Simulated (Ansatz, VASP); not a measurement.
**CdAg: VASP beside Ansatz**

```xyz
2
Lattice="3.3300 0.0000 0.0000 0.0000 3.3300 0.0000 0.0000 0.0000 3.3300" Properties=species:S:1:pos:R:3 pbc="T T T"
Cd    1.6650    1.6650    1.6650
Ag    0.0000    0.0000    0.0000
```

Alike in both runs: task single point; functional LDA; k mesh 8 × 8 × 8; occupations fermi-dirac, width 0.0272 eV; no spin polarisation.

```csv
,VASP,Ansatz
version,VASP 6.6.1,Ansatz 0.2.0
potentials or method,"VASP PAW LDA potentials, release 64 (Cd, Ag), cutoff 500 eV","all-electron LAPW, scalar-relativistic"
```

Ansatz gave:

| Item | Value |
| --- | --- |
| pressure (GPa) | -5.6 |

Which values does VASP return?

Pressure (GPa): -4.9.

LDA's correlation is that of Perdew and Zunger in VASP and of Perdew and Wang (1992) in Ansatz. Ansatz ran all-electron here, and VASP with PAW potentials. Ansatz's warnings: optics on partly filled bands.
